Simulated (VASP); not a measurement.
Here is a VASP 6.6.1 calculation.

File INCAR:

```
SYSTEM = Co
ALGO     = Normal         ! electronic algorithm
EDIFF    = 1E-7           ! SCF threshold, eV
EDIFFG   = -0.01          ! ionic threshold
ENCUT    = 600            ! plane-wave cutoff, eV
IBRION   = 2              ! ionic algorithm
ISIF     = 8              ! what is computed and relaxed
ISMEAR   = -1             ! smearing method
ISPIN    = 2              ! spin polarisation
LASPH    = .True.         ! aspherical terms in the spheres
LCHARG   = .False.        ! write CHGCAR
LMAXMIX  = 4              ! l up to which the mixer works
LORBIT   = 11             ! projections on sites
LREAL    = .False.        ! projectors in reciprocal space
LWAVE    = .False.        ! write WAVECAR
MAGMOM   = 2.5 2.5        ! initial moments
NELM     = 150            ! most SCF steps
NSW      = 80             ! ionic steps
PREC     = Accurate       ! precision mode
SIGMA    = 0.1            ! smearing width, eV
```

Contents of KPOINTS:

```
k-points
0
Gamma
  12 12 6
  0 0 0
```

Contents of POSCAR:

```
Co
1.0
    2.5074000000      0.0000000000      0.0000000000
   -1.2537000000      2.1714720974      0.0000000000
    0.0000000000      0.0000000000      4.0699000000
Co
2
Direct
    0.3333330000      0.6666670000      0.2500000000
    0.6666670000      0.3333330000      0.7500000000
```

Potentials or basis: VASP PAW LDA potentials, release 64 (Co).

Command:

```bash
$ cat potpaw_LDA.64/Co/POTCAR > POTCAR
$ mpirun -np 1 vasp_std > vasp.out
```

What does it give for the net moment?

2.81 μB per cell.

Predict the relaxed cell.

a = 2.418 Å, b = 2.418 Å, c = 3.924 Å, α = 90.00°, β = 90.00°, γ = 120.00°.

What does it give for the relaxed volume?

9.93 Å³/atom.

Step by step:
| step | energy change (eV) | largest force (eV/Å) | pressure (GPa) | volume (Å³) |
| --- | --- | --- | --- | --- |
| 1 | 0.0000 | 0.0000 | -22.31 | 22.16 |
| 2 | 0.0789 | 0.0000 | 39.61 | 17.57 |
| 3 | -0.1781 | 0.0000 | -0.65 | 19.91 |
| 4 | -0.1782 | 0.0000 | -0.07 | 19.87 |

Caveat: the volume moved by -10 % from the deposited cell, more than functionals usually miss. LDA usually gives volumes a few per cent too small.
